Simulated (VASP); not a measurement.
A run of VASP 6.6.1 is set up as follows.

File INCAR:

```
SYSTEM = TiSbSe4
  PREC = Accurate
  ENCUT = 520
  EDIFF = 1E-6
  ISMEAR = 0
  SIGMA = 0.1
  LREAL = .False.
  LASPH = .True.
  NELM = 150
  ALGO = Normal
  ISIF = 2
  LWAVE = .False.
  LCHARG = .True.
  ISPIN = 2
  MAGMOM = 1 0 0 0 0 0
  LORBIT = 11
  LMAXMIX = 4
  GGA = PE
  LELF = .True.
  LVHAR = .True.
  NBANDS = 34
```

The input KPOINTS:

```
Automatic mesh
0
Gamma
  6 6 2
  0 0 0
```

Contents of POSCAR:

```
TiSbSe4
1.0
    3.2936049999      0.0000000000      0.0000000000
    0.0000000000      3.2936049999      0.0000000000
    0.0000000000      0.0000000000     13.7439190435
Ti Sb Se
1 1 4
Direct
    0.0000000000      0.0000000000      0.0000000000
    0.5000000000      0.5000000000      0.5000000000
    0.5000000000      0.5000000000      0.1087916711
    0.0000000000      0.0000000000      0.6337275261
    0.0000000000      0.0000000000      0.3662724739
    0.5000000000      0.5000000000      0.8912083289
```

Potentials or basis: VASP PAW PBE potentials, release 64 (Ti_sv, Sb, Se).

Command:

```sh
$ cat potpaw_PBE.64/Ti_sv/POTCAR potpaw_PBE.64/Sb/POTCAR potpaw_PBE.64/Se/POTCAR > POTCAR
$ mpirun -np 1 vasp_std > vasp.out
```

Task: What does it give for the site moments?

Result: Ti +0.42; Sb -0.00; Se -0.02, -0.00 (each value once) μB.

Task: Estimate the pressure.

Result: 0.1 GPa.

Task: Estimate the largest force.

Result: 0.029 eV/Å.

Task: What does it give for the net moment?

Result: 0.49 μB per cell.

Forces in eV/Å, atoms in the order of the input:
```
Ti   0.000  0.000  0.000
Sb   0.000  0.000  0.000
Se   0.000  0.000  0.029
Se   0.000  0.000 -0.024
Se   0.000  0.000  0.024
Se   0.000  0.000 -0.029
```

Caveat: a moment this small can come from the mesh or the smearing; this functional lacks dispersion, which binds layers or chains, so the pressure and a relaxed spacing across them are unreliable.
